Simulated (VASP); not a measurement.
# MnO2 (P4_2/mnm) in VASP: single point with PBE+U

Aim: the single point of MnO2 with PBE+U.

All numbers are computed with VASP 6.6.1; they aren't measurements. Logs are shortened: lines on timing, memory, paths and dates and some standing lists are left out, and cuts for length are marked.

### Step 1. The cell of the first run

The structure is tetragonal, space group P4_2/mnm (No. 136). The conventional cell has a = 4.396 Å, b = 4.396 Å, c = 2.871 Å, α = 90.00°, β = 90.00°, γ = 90.00°. Within 2.5 Å of Mn (site symmetry mmm) lie 6 O at 1.88 to 1.89 Å. Within 2.5 Å of O (site symmetry m2m) lie 3 Mn at 1.88 to 1.89 Å and 1 O at 2.46 Å.

### Step 2. Single point, PBE+U, collinear spin, ferromagnetic start

INCAR

```
SYSTEM = MnO2
  PREC = Accurate
  ENCUT = 700
  EDIFF = 1E-6
  ISMEAR = 0
  SIGMA = 0.05
  LREAL = .FALSE.
  LASPH = .TRUE.
  NELM = 200
  ALGO = Normal
  ISIF = 2
  LWAVE = .FALSE.
  LCHARG = .TRUE.
  ISPIN = 2
  MAGMOM = 2 2 0 0 0 0
  LORBIT = 11
  NUPDOWN = 4.0
  LMAXMIX = 4
  LDAU = .TRUE.
  LDAUTYPE = 2
  LDAUL = 2 -1
  LDAUU = 3.9 0
  LDAUJ = 0 0
  LDAUPRINT = 1
  GGA = PE
  LELF = .TRUE.
  LVHAR = .TRUE.
  NBANDS = 40
  GGA_COMPAT = .FALSE.
```

KPOINTS

```
Automatic mesh
0
G
  5 5 8
  0 0 0
```

POSCAR

```
MnO2
1.0
    4.3960000000      0.0000000000      0.0000000000
    0.0000000000      4.3960000000      0.0000000000
    0.0000000000      0.0000000000      2.8710000000
Mn O
2 4
Direct
    0.0000000000      0.0000000000      0.0000000000
    0.5000000000      0.5000000000      0.5000000000
    0.3020000000      0.3020000000      0.0000000000
    0.1980000000      0.8020000000      0.5000000000
    0.6980000000      0.6980000000      0.0000000000
    0.8020000000      0.1980000000      0.5000000000
```

Potentials or basis: VASP PAW PBE potentials, release 64 (Mn_sv, O).

Started as:

```bash
cat potpaw_PBE.64/Mn_sv/POTCAR potpaw_PBE.64/O/POTCAR > POTCAR
mpirun -np 1 vasp_std > vasp.out
```

OUTCAR:

```text
SYSTEM = MnO2
   PREC = Accurate
   ENCUT = 700
   EDIFF = 1E-6
   ISMEAR = 0
   LREAL = .FALSE.
   LASPH = .TRUE.
   NELM = 200
   ISIF = 2
   ISPIN = 2
   LORBIT = 11
   NUPDOWN = 4.0
   GGA = PE

 ion  position               nearest neighbor table
   1  0.000  0.000  0.000-   3 1.88   5 1.88   4 1.89   6 1.89   4 1.89   6 1.89
   2  0.500  0.500  0.500-   4 1.88   6 1.88   5 1.89   3 1.89   3 1.89   5 1.89
   3  0.302  0.302  0.000-   1 1.88   2 1.89   2 1.89
   4  0.198  0.802  0.500-   2 1.88   1 1.89   1 1.89
   5  0.698  0.698  0.000-   1 1.88   2 1.89   2 1.89
   6  0.802  0.198  0.500-   2 1.88   1 1.89   1 1.89

  LATTYP: Found a simple tetragonal cell.
 ALAT       =     4.3960000000
 C/A-ratio  =     0.6530937216

  Lattice vectors:

 A1 = (   4.3960000000,   0.0000000000,   0.0000000000)
 A2 = (   0.0000000000,   4.3960000000,   0.0000000000)
 A3 = (   0.0000000000,   0.0000000000,   2.8710000000)

Analysis of symmetry for initial positions (statically):
=====================================================================
 Subroutine PRICEL returns:
 Original cell was already a primitive cell.

 Routine SETGRP: Setting up the symmetry group for a
 simple tetragonal supercell.

 Subroutine GETGRP returns: Found 16 space group operations
 (whereof  8 operations were pure point group operations)
 out of a pool of 16 trial point group operations.

The static configuration has the point symmetry D_2h.
 The point group associated with its full space group is D_4h.

Analysis of symmetry for dynamics (positions and initial velocities):
=====================================================================
 Subroutine PRICEL returns:
 Original cell was already a primitive cell.

 Routine SETGRP: Setting up the symmetry group for a
 simple tetragonal supercell.

 Subroutine GETGRP returns: Found 16 space group operations
 (whereof  8 operations were pure point group operations)
 out of a pool of 16 trial point group operations.

The dynamic configuration has the point symmetry D_2h.
 The point group associated with its full space group is D_4h.

Analysis of structural, dynamic, and magnetic symmetry:
=====================================================================
 Subroutine PRICEL returns:
 Original cell was already a primitive cell.

 Routine SETGRP: Setting up the symmetry group for a
 simple tetragonal supercell.

 Subroutine GETGRP returns: Found 16 space group operations
 (whereof  8 operations were pure point group operations)
 out of a pool of 16 trial point group operations.

The overall configuration has the point symmetry D_2h.
 The point group associated with its full space group is D_4h.

 Subroutine INISYM returns: Found 16 space group operations
 (whereof  8 operations are pure point group operations),
 and found     1 'primitive' translations

----------------------------------------------------------------------------------------

                                     Primitive cell

  volume of cell :      55.4815

  direct lattice vectors                    reciprocal lattice vectors
     4.396000000  0.000000000  0.000000000     0.227479527  0.000000000  0.000000000
     0.000000000  4.396000000  0.000000000     0.000000000  0.227479527  0.000000000
     0.000000000  0.000000000  2.871000000     0.000000000  0.000000000  0.348310693

  length of vectors
     4.396000000  4.396000000  2.871000000     0.227479527  0.227479527  0.348310693

[... 156 lines left out ...]
  o =  0.2591  v =  0.0000  0.0000  0.0000  0.0000  0.0000  0.0000  0.7071  0.0000 -0.7071  0.0000      0.0000  0.0000  0.0000  0.0000  0.0000  0.0000  0.0000  0.0000  0.0000  0.0000
  o =  0.3570  v = -0.0000 -0.7071  0.0000  0.7071  0.0000  0.0000  0.0000  0.0000  0.0000  0.0000      0.0000  0.0000  0.0000  0.0000  0.0000  0.0000  0.0000  0.0000  0.0000  0.0000
  o =  0.3620  v =  0.8680 -0.0000 -0.4966  0.0000 -0.0000  0.0000  0.0000  0.0000  0.0000  0.0000      0.0000  0.0000  0.0000  0.0000  0.0000  0.0000  0.0000  0.0000  0.0000  0.0000
  o =  0.5370  v =  0.0000  0.0000  0.0000  0.0000  0.0000  0.0000 -0.0000  0.0000  0.0000  1.0000      0.0000  0.0000  0.0000  0.0000  0.0000  0.0000  0.0000  0.0000  0.0000  0.0000
  o =  0.7317  v = -0.0000  0.0000 -0.0000  0.0000 -1.0000  0.0000  0.0000  0.0000  0.0000  0.0000      0.0000  0.0000  0.0000  0.0000  0.0000  0.0000  0.0000  0.0000  0.0000  0.0000
  o =  0.9002  v =  0.0000  0.7071  0.0000  0.7071  0.0000  0.0000  0.0000  0.0000  0.0000  0.0000      0.0000  0.0000  0.0000  0.0000  0.0000  0.0000  0.0000  0.0000  0.0000  0.0000
  o =  0.9202  v = -0.4966  0.0000 -0.8680  0.0000  0.0000  0.0000  0.0000  0.0000  0.0000  0.0000      0.0000  0.0000  0.0000  0.0000  0.0000  0.0000  0.0000  0.0000  0.0000  0.0000

atom =   2  type =  1  l = 2

 onsite density matrix

spin component  1

  0.4996  0.0000 -0.2406  0.0000  0.0000
  0.0000  0.6286  0.0000 -0.2716  0.0000
 -0.2406  0.0000  0.7825  0.0000  0.0000
  0.0000 -0.2716  0.0000  0.6286  0.0000
  0.0000  0.0000  0.0000  0.0000  0.7317

spin component  2

  0.1764  0.0000  0.0838  0.0000  0.0000
  0.0000  0.1822  0.0000  0.0769  0.0000
  0.0838  0.0000  0.1068  0.0000 -0.0000
  0.0000  0.0769  0.0000  0.1822  0.0000
  0.0000  0.0000 -0.0000  0.0000  0.5370

 occupancies and eigenvectors

  o =  0.0509  v =  0.0000  0.0000  0.0000  0.0000  0.0000 -0.5552 -0.0000  0.8317  0.0000  0.0000      0.0000  0.0000  0.0000  0.0000  0.0000  0.0000  0.0000  0.0000  0.0000  0.0000
  o =  0.1053  v =  0.0000  0.0000  0.0000  0.0000  0.0000  0.0000 -0.7071  0.0000  0.7071 -0.0000      0.0000  0.0000  0.0000  0.0000  0.0000  0.0000  0.0000  0.0000  0.0000  0.0000
  o =  0.2323  v =  0.0000  0.0000  0.0000  0.0000  0.0000  0.8317 -0.0000  0.5552  0.0000  0.0000      0.0000  0.0000  0.0000  0.0000  0.0000  0.0000  0.0000  0.0000  0.0000  0.0000
  o =  0.2591  v =  0.0000  0.0000  0.0000  0.0000  0.0000  0.0000 -0.7071  0.0000 -0.7071 -0.0000      0.0000  0.0000  0.0000  0.0000  0.0000  0.0000  0.0000  0.0000  0.0000  0.0000
  o =  0.3570  v =  0.0000 -0.7071  0.0000 -0.7071 -0.0000  0.0000  0.0000  0.0000  0.0000  0.0000      0.0000  0.0000  0.0000  0.0000  0.0000  0.0000  0.0000  0.0000  0.0000  0.0000
  o =  0.3620  v = -0.8680  0.0000 -0.4966  0.0000  0.0000  0.0000  0.0000  0.0000  0.0000  0.0000      0.0000  0.0000  0.0000  0.0000  0.0000  0.0000  0.0000  0.0000  0.0000  0.0000
  o =  0.5370  v =  0.0000  0.0000  0.0000  0.0000  0.0000  0.0000  0.0000  0.0000  0.0000 -1.0000      0.0000  0.0000  0.0000  0.0000  0.0000  0.0000  0.0000  0.0000  0.0000  0.0000
  o =  0.7317  v =  0.0000  0.0000 -0.0000  0.0000 -1.0000  0.0000  0.0000  0.0000  0.0000  0.0000      0.0000  0.0000  0.0000  0.0000  0.0000  0.0000  0.0000  0.0000  0.0000  0.0000
  o =  0.9002  v =  0.0000 -0.7071  0.0000  0.7071 -0.0000  0.0000  0.0000  0.0000  0.0000  0.0000      0.0000  0.0000  0.0000  0.0000  0.0000  0.0000  0.0000  0.0000  0.0000  0.0000
  o =  0.9202  v = -0.4966  0.0000  0.8680  0.0000 -0.0000  0.0000  0.0000  0.0000  0.0000  0.0000      0.0000  0.0000  0.0000  0.0000  0.0000  0.0000  0.0000  0.0000  0.0000  0.0000

 number of electron      54.0000035 magnetization       4.0000004

 Free energy of the ion-electron system (eV)
  ---------------------------------------------------
  ext. energy  EPLUGINS =         0.00000000
  ---------------------------------------------------
  free energy    TOTEN  =       -40.93556517 eV

  energy without entropy =      -40.92886862  energy(sigma->0) =      -40.93221690

 E-fermi :   7.4132     XC(G=0): -12.0781

 val. band max:        7.3925846150   @ k =   0.4000   0.4000   0.3750
 cond. band min:       6.3741111354   @ k =   0.4000   0.2000   0.2500
 fundamental gap:     -1.0184734796
 Fermi energy:         6.3656075826

 spin component 1

 k-point     1 :       0.0000    0.0000    0.0000
  band No.  band energies     occupation
      1     -74.9103      1.00000
      2     -74.9074      1.00000
      3     -44.0275      1.00000
      4     -44.0197      1.00000
      5     -43.3759      1.00000
      6     -43.3759      1.00000
[... 2009 lines left out ...]
     38      20.8318      0.00000
     39      22.1205      0.00000

 [... further k-points ...]

 [bands above 39 left out]

------------------------ aborting loop because EDIFF is reached ----------------------------------------

  FORCE on cell =-STRESS in cart. coord.  units (eV):
  Direction    XX          YY          ZZ          XY          YZ          ZX
  --------------------------------------------------------------------------------------
  -------------------------------------------------------------------------------------
  Total        1.8682299      1.8682299      1.1529116     -0.0000000      0.0000000      0.0000000
  in kB       53.9501120     53.9501120     33.2933908     -0.0000000      0.0000000      0.0000000
  external PRESSURE =      47.0645383 kB  Pullay stress =       0.0000000 kB

 VOLUME and BASIS-vectors are now :
 -----------------------------------------------------------------------------
  energy-cutoff  :      700.00
  volume of cell :       55.48
      direct lattice vectors                 reciprocal lattice vectors
     4.396000000  0.000000000  0.000000000     0.227479527  0.000000000  0.000000000
     0.000000000  4.396000000  0.000000000     0.000000000  0.227479527  0.000000000
     0.000000000  0.000000000  2.871000000     0.000000000  0.000000000  0.348310693

 POSITION                                       TOTAL-FORCE (eV/Angst)
 -----------------------------------------------------------------------------------
      0.00000      0.00000      0.00000         0.000000      0.000000     -0.000000
      2.19800      2.19800      1.43550         0.000000      0.000000     -0.000000
      1.32759      1.32759      0.00000         0.356382      0.356382     -0.000000
      0.87041      3.52559      1.43550        -0.356382      0.356382     -0.000000
      3.06841      3.06841      0.00000        -0.356382     -0.356382      0.000000
      3.52559      0.87041      1.43550         0.356382     -0.356382     -0.000000
 -----------------------------------------------------------------------------------
    total drift:                                0.000000      0.000000     -0.000000

  FREE ENERGIE OF THE ION-ELECTRON SYSTEM (eV)
  ---------------------------------------------------
  free  energy   TOTEN  =       -40.9355651724 eV

  energy  without entropy=      -40.9288686201  energy(sigma->0) =      -40.93221690

 total charge

# of ion       s       p       d       tot
------------------------------------------
    1        2.204   6.114   4.429  12.747
    2        2.204   6.114   4.429  12.747
    3        1.566   3.473   0.000   5.039
    4        1.566   3.473   0.000   5.039
    5        1.566   3.473   0.000   5.039
    6        1.566   3.473   0.000   5.039
--------------------------------------------------
tot         10.671  26.120   8.859  45.650

 magnetization (x)

# of ion       s       p       d       tot
------------------------------------------
    1        0.013   0.013   2.081   2.107
    2        0.013   0.013   2.081   2.107
    3       -0.003  -0.079   0.000  -0.082
    4       -0.003  -0.079   0.000  -0.082
    5       -0.003  -0.079   0.000  -0.082
    6       -0.003  -0.079   0.000  -0.082
--------------------------------------------------
tot          0.015  -0.292   4.161   3.884
```

It took 3.9 min on 1 thread of Intel Xeon Platinum 8375C at 2.90GHz (Ice Lake), shared host; peak memory 0.32 GiB.

What came out:

| Property | Result |
| --- | --- |
| Free energy | -40.9356 eV |
| Pressure | 4.7 GPa |
| Largest force | 0.504 eV/Å |
| Net moment | 4.00 μB per cell |
| Site moments | Mn +2.11; O -0.08 μB |
| Valence electrons inside the program's atomic spheres | Mn 12.75; O 5.04 |

Forces in eV/Å, atoms in the order of the input:
```
Mn   0.000  0.000  0.000
Mn   0.000  0.000  0.000
O    0.356  0.356  0.000
O   -0.356  0.356  0.000
O   -0.356 -0.356  0.000
O    0.356 -0.356  0.000
```

Eigenvalues of the final occupation matrices:
```tsv
site	spin	trace	eigenvalues
site 1 d	1	3.27	0.36 0.36 0.73 0.90 0.92
site 1 d	2	1.18	0.05 0.11 0.23 0.26 0.54
site 2 d	1	3.27	0.36 0.36 0.73 0.90 0.92
site 2 d	2	1.18	0.05 0.11 0.23 0.26 0.54
```

Caveat: the cell stands under pressure; the total moment is fixed, so each spin has its own Fermi level and the state may be an excited one; the run started ferromagnetic, and an antiferromagnetic order may lie lower in energy.
